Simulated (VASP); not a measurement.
# Ag in VASP: notebook

The runs below take Ag through single point, with PBE.

Everything below comes from runs of VASP 6.6.1. Logs are shortened: lines on timing, memory, paths and dates and some standing lists are left out, and cuts for length are marked.

## 1. The cell of the first run

The cell holds a slab with vacuum, 5 atoms: a = 2.933 Å, b = 4.148 Å, c = 21.867 Å, α = 90.00°, β = 90.00°, γ = 90.00°.

## 2. Single point, PBE

INCAR reads:

```
SYSTEM = Ag
PREC = Accurate
ENCUT = 520
EDIFF = 1E-6
ISMEAR = -1
SIGMA = 0.08
LREAL = .False.
LASPH = .True.
NELM = 100
ALGO = Normal
ISIF = 2
LWAVE = .False.
LCHARG = .True.
LDIPOL = .True.
IDIPOL = 3
DIPOL = 0.5 0.5 0.500
GGA = PE
LELF = .True.
LVHAR = .True.
LVACPOTAV = .True.
NBANDS = 36
```

KPOINTS reads:

```
regular mesh
0
Gamma
  14 10 1
  0 0 0
```

POSCAR reads:

```
Ag
1.0
    2.9333909044      0.0000000000      0.0000000000
    0.0000000000      4.1484412008      0.0000000000
    0.0000000000      0.0000000000     21.8668000000
Ag
5
Direct
    0.0000000000      0.0000000000      0.3693695523
    0.5000000000      0.5000000000      0.4309424661
    0.0000000000      0.0000000000      0.5000000001
    0.5000000000      0.5000000000      0.5690575337
    0.0000000000      0.0000000000      0.6306304477
```

Potentials or basis: VASP PAW PBE potentials, release 64 (Ag).

Run with:

```console
$ cat potpaw_PBE.64/Ag/POTCAR > POTCAR
$ mpirun -np 1 vasp_std > vasp.out
```

OUTCAR:

```text
SYSTEM = Ag
   PREC = Accurate
   ENCUT = 520
   EDIFF = 1E-6
   ISMEAR = -1
   LREAL = .False.
   LASPH = .True.
   NELM = 100
   ISIF = 2
   GGA = PE

 ion  position               nearest neighbor table
   1  0.000  0.000  0.369-   3 2.86   2 2.88   2 2.88   2 2.88   2 2.88
   2  0.500  0.500  0.431-   1 2.88   1 2.88   1 2.88   1 2.88   3 2.96   3 2.96   3 2.96   3 2.96
                             4 3.02
   3  0.000  0.000  0.500-   5 2.86   1 2.86   4 2.96   4 2.96   4 2.96   4 2.96   2 2.96   2 2.96
                             2 2.96   2 2.96
   4  0.500  0.500  0.569-   5 2.88   5 2.88   5 2.88   5 2.88   3 2.96   3 2.96   3 2.96   3 2.96
                             2 3.02
   5  0.000  0.000  0.631-   3 2.86   4 2.88   4 2.88   4 2.88   4 2.88

  LATTYP: Found a simple orthorhombic cell.
 ALAT       =     2.9333909044
 B/A-ratio  =     1.4142135624
 C/A-ratio  =     7.4544446044

  Lattice vectors:

 A1 = (   2.9333909044,   0.0000000000,   0.0000000000)
 A2 = (   0.0000000000,   4.1484412008,   0.0000000000)
 A3 = (   0.0000000000,   0.0000000000,  21.8668000000)

Analysis of symmetry for initial positions (statically):
=====================================================================
 Subroutine PRICEL returns:
 Original cell was already a primitive cell.

 Routine SETGRP: Setting up the symmetry group for a
 simple orthorhombic supercell.

 Subroutine GETGRP returns: Found  8 space group operations
 (whereof  8 operations were pure point group operations)
 out of a pool of  8 trial point group operations.

The static configuration has the point symmetry D_2h.

Analysis of symmetry for dynamics (positions and initial velocities):
=====================================================================
 Subroutine PRICEL returns:
 Original cell was already a primitive cell.

 Routine SETGRP: Setting up the symmetry group for a
 simple orthorhombic supercell.

 Subroutine GETGRP returns: Found  8 space group operations
 (whereof  8 operations were pure point group operations)
 out of a pool of  8 trial point group operations.

The dynamic configuration has the point symmetry D_2h.

 Subroutine INISYM returns: Found  8 space group operations
 (whereof  8 operations are pure point group operations),
 and found     1 'primitive' translations

----------------------------------------------------------------------------------------

                                     Primitive cell

  volume of cell :     266.0971

  direct lattice vectors                    reciprocal lattice vectors
     2.933390904  0.000000000  0.000000000     0.340902400  0.000000000  0.000000000
     0.000000000  4.148441201  0.000000000     0.000000000  0.241054399  0.000000000
     0.000000000  0.000000000 21.866800000     0.000000000  0.000000000  0.045731428

  length of vectors
     2.933390904  4.148441201 21.866800000     0.340902400  0.241054399  0.045731428

  position of ions in fractional coordinates (direct lattice)
     0.000000000  0.000000000  0.369369552
     0.500000000  0.500000000  0.430942466
     0.000000000  0.000000000  0.500000000
     0.500000000  0.500000000  0.569057534
     0.000000000  0.000000000  0.630630448

  ion indices of the primitive-cell ions
   primitive index   ion index
                 1           1
                 2           2
                 3           3
                 4           4
                 5           5

----------------------------------------------------------------------------------------

 KPOINTS: regular mesh

Automatic generation of k-mesh.
 Grid dimensions read from file:
 generate k-points for:   14   10    1

 Generating k-lattice:

  Cartesian coordinates                     Fractional coordinates (reciprocal lattice)
     0.024350171  0.000000000  0.000000000     0.071428571  0.000000000  0.000000000
     0.000000000  0.024105440  0.000000000     0.000000000  0.100000000  0.000000000
     0.000000000  0.000000000  0.045731428     0.000000000  0.000000000  1.000000000

  Length of vectors
     0.024350171  0.024105440  0.045731428

  Shift w.r.t. Gamma in fractional coordinates (k-lattice)
     0.000000000  0.000000000  0.000000000

 Subroutine IBZKPT returns following result:
 ===========================================

 Found     48 irreducible k-points:

 Following reciprocal coordinates:
            Coordinates               Weight
  0.000000  0.000000  0.000000      1.000000
  0.071429  0.000000  0.000000      2.000000
  0.142857  0.000000  0.000000      2.000000
  0.214286  0.000000  0.000000      2.000000
  0.285714  0.000000  0.000000      2.000000
  0.357143  0.000000  0.000000      2.000000
[... 16 lines left out ...]
  0.428571  0.200000  0.000000      4.000000
  0.500000  0.200000  0.000000      2.000000
 [... further k-points ...]
   k-points           NKPTS =     48   k-points in BZ     NKDIM =     48   number of bands    NBANDS=     36
   number of dos      NEDOS =    301   number of ions     NIONS =      5
   total plane-waves  NPLWV = 129024
   dimension x,y,z NGX =    24 NGY =   32 NGZ =  168
   dimension x,y,z NGXF=    48 NGYF=   64 NGZF=  336
   ions per type =               5
   NGX,Y,Z   is equivalent  to a cutoff of  13.60, 12.82, 12.77 a.u.
   NGXF,Y,Z  is equivalent  to a cutoff of  27.20, 25.65, 25.54 a.u.
 SYSTEM =  Ag
   PREC   = accura    normal or accurate (medium, high low for compatibility)
   ISTART =      0    job   : 0-new  1-cont  2-samecut
   ICHARG =      2    charge: 1-file 2-atom 10-const
   ISPIN  =      1    spin polarized calculation?
   LNONCOLLINEAR =      F non collinear calculations
   LSORBIT =      F    spin-orbit coupling
   LASPH  =      T    aspherical Exc in radial PAW
   ENCUT  =  520.0 eV  38.22 Ry    6.18 a.u.   5.45  7.71 40.66*2*pi/ulx,y,z
   NELM   =    100;   NELMIN=  2; NELMDL= -5     # of ELM steps
   EDIFF  = 0.1E-05   stopping-criterion for ELM
   LREAL  =      F    real-space projection
   EDIFFG = 0.1E-04   stopping-criterion for IOM
   NSW    =      0    number of steps for IOM
   IBRION =     -1    ionic relax: 0-MD 1-quasi-New 2-CG
   NFREE  =      0    steps in history (QN), initial steepest desc. (CG)
   ISIF   =      2    stress and relaxation
   ISYM   =      2    0-nonsym 1-usesym 2-fastsym
   POTIM  = 0.5000    time-step for ionic-motion
   TEBEG  =    0.0;   TEEND  =   0.0 temperature during run
   PSTRESS=    0.0 pullay stress
   NELECT =      55.0000    total number of electrons
   NUPDOWN=      -1.0000    fix difference up-down
   EMIN   =  10.00;   EMAX   =-10.00  energy-range for DOS
   EFERMI =   0.00;   METHOD = LEGACY
   ISMEAR =    -1;   SIGMA  =   0.08  broadening in eV -4-tet -1-fermi 0-gaus
   EFERMI_NEDOS =   21; number of points for ismear=-14 and -15
   IALGO  =     38    algorithm
   IMIX   =      4    mixing-type and parameters
     AMIX     =   0.40;   BMIX     =  1.00
     AMIX_MAG =   1.60;   BMIX_MAG =  1.00
  volume/ion in A,a.u.               =      53.22       359.14
  Fermi-wavevector in a.u.,A,eV,Ry     =   0.967941  1.829144 12.747439  0.936910
  Thomas-Fermi vector in A             =   2.097869
   LORBIT       =      0    0 simple, 1 ext, 2 COOP (PROOUT), +10 PAW based schemes
   GGA     = PE    functional components
   LHFCALC =     F    Hartree Fock is set to
   AEXX    =    0.0000 exact exchange contribution
   IVDW    =     0    specifies the selected vdW correction
   LEPSILON=     F    determine dielectric tensor
   LRPA    =     F    only Hartree local field effects (RPA)
 non-spin polarized calculation
  energy-cutoff  :      520.00
  volume of cell :      266.10
 maximum number of plane-waves:      7241
 NGX is ok and might be reduce to    24
   NGX = 11   NGY = 15   NGZ = 81

 dipolmoment           0.000000      0.000000     -0.000000 electrons x Angstroem

 number of electron      55.0000030 magnetization

 dipolmoment           0.000000      0.000000      0.000000 electrons x Angstroem

 Free energy of the ion-electron system (eV)
  ---------------------------------------------------
  ext. energy  EPLUGINS =         0.00000000
  ---------------------------------------------------
  free energy    TOTEN  =       -12.28158623 eV

  energy without entropy =      -12.24734218  energy(sigma->0) =      -12.26446421

 E-fermi :  -0.1615     XC(G=0):  -4.8107

 val. band max:       -0.1776054841   @ k =   0.2857   0.1000   0.0000
 cond. band min:      -0.1519450966   @ k =   0.5000   0.2000   0.0000
 fundamental gap:      0.0256603875
 Fermi energy:        -0.1615345055

 k-point     1 :       0.0000    0.0000    0.0000
  band No.  band energies     occupation
      1      -7.0128      2.00000
      2      -6.0786      2.00000
      3      -5.8133      2.00000
      4      -5.7810      2.00000
      5      -5.6614      2.00000
      6      -5.1456      2.00000
[... 28 lines left out ...]
     35       5.6667      0.00000
     36       5.9717      0.00000

 k-point     2 :       0.0714    0.0000    0.0000
  band No.  band energies     occupation
      1      -6.9145      2.00000
      2      -6.0122      2.00000
      3      -5.7822      2.00000
      4      -5.7127      2.00000
      5      -5.6003      2.00000
      6      -5.0942      2.00000
[... 28 lines left out ...]
     35       5.7568      0.00000
     36       6.0670      0.00000

 k-point     3 :       0.1429    0.0000    0.0000
  band No.  band energies     occupation
      1      -6.6376      2.00000
      2      -5.8387      2.00000
      3      -5.6819      2.00000
      4      -5.6358      2.00000
      5      -5.3893      2.00000
      6      -5.2705      2.00000
[... 28 lines left out ...]
     35       6.0174      0.00000
     36       6.3458      0.00000
[... 742 lines left out ...]
 k-point    23 :       0.4286    0.2000    0.0000
  band No.  band energies     occupation
      1      -5.9183      2.00000
      2      -5.8397      2.00000
      3      -5.8176      2.00000
      4      -5.7557      2.00000
      5      -5.5723      2.00000
      6      -5.3468      2.00000
[... 28 lines left out ...]
     35       7.0157      0.00000
     36       7.4594      0.00000

 k-point    24 :       0.5000    0.2000    0.0000
  band No.  band energies     occupation
      1      -5.9405      2.00000
      2      -5.8909      2.00000
      3      -5.8326      2.00000
      4      -5.7857      2.00000
      5      -5.6169      2.00000
      6      -5.3640      2.00000
[... 28 lines left out ...]
     35       6.7785      0.00000
     36       7.1195      0.00000

 [... further k-points ...]

------------------------ aborting loop because EDIFF is reached ----------------------------------------

  FORCE on cell =-STRESS in cart. coord.  units (eV):
  Direction    XX          YY          ZZ          XY          YZ          ZX
  --------------------------------------------------------------------------------------
  -------------------------------------------------------------------------------------
  Total       -1.3125578     -1.2919449     -0.1363104      0.0000000      0.0000000      0.0000000
  in kB       -7.9029442     -7.7788331     -0.8207286      0.0000000      0.0000000      0.0000000
  external PRESSURE =      -5.5008353 kB  Pullay stress =       0.0000000 kB

 VOLUME and BASIS-vectors are now :
 -----------------------------------------------------------------------------
  energy-cutoff  :      520.00
  volume of cell :      266.10
      direct lattice vectors                 reciprocal lattice vectors
     2.933390904  0.000000000  0.000000000     0.340902400  0.000000000  0.000000000
     0.000000000  4.148441201  0.000000000     0.000000000  0.241054399  0.000000000
     0.000000000  0.000000000 21.866800000     0.000000000  0.000000000  0.045731428

 POSITION                                       TOTAL-FORCE (eV/Angst)
 -----------------------------------------------------------------------------------
      0.00000      0.00000      8.07693         0.000000      0.000000      0.011717
      1.46670      2.07422      9.42333         0.000000      0.000000      0.009909
      0.00000      0.00000     10.93340         0.000000      0.000000      0.000000
      1.46670      2.07422     12.44347         0.000000      0.000000     -0.009909
      0.00000      0.00000     13.78987         0.000000      0.000000     -0.011717
 -----------------------------------------------------------------------------------
    total drift:                               -0.000000      0.000000      0.000002

  FREE ENERGIE OF THE ION-ELECTRON SYSTEM (eV)
  ---------------------------------------------------
  free  energy   TOTEN  =       -12.2815862295 eV

  energy  without entropy=      -12.2473421821  energy(sigma->0) =      -12.26446421

 vacuum level on the upper side and lower side of the slab         4.050         4.050
```

Wall time 4.3 min (1 thread of Intel Xeon 6975P-C (Granite Rapids), shared host); peak memory 0.54 GiB.

What came out:

```
Free energy            : -12.2816 eV
Largest force          : 0.012 eV/Å
Band gap on the k mesh : zero (an odd number of electrons rules out a gap without spin polarisation)
```

Forces on the atoms (eV/Å):
```
Ag   0.000  0.000  0.012
Ag   0.000  0.000  0.010
Ag   0.000  0.000  0.000
Ag   0.000  0.000 -0.010
Ag   0.000  0.000 -0.012
```

(Continued in part 2 of 2.)
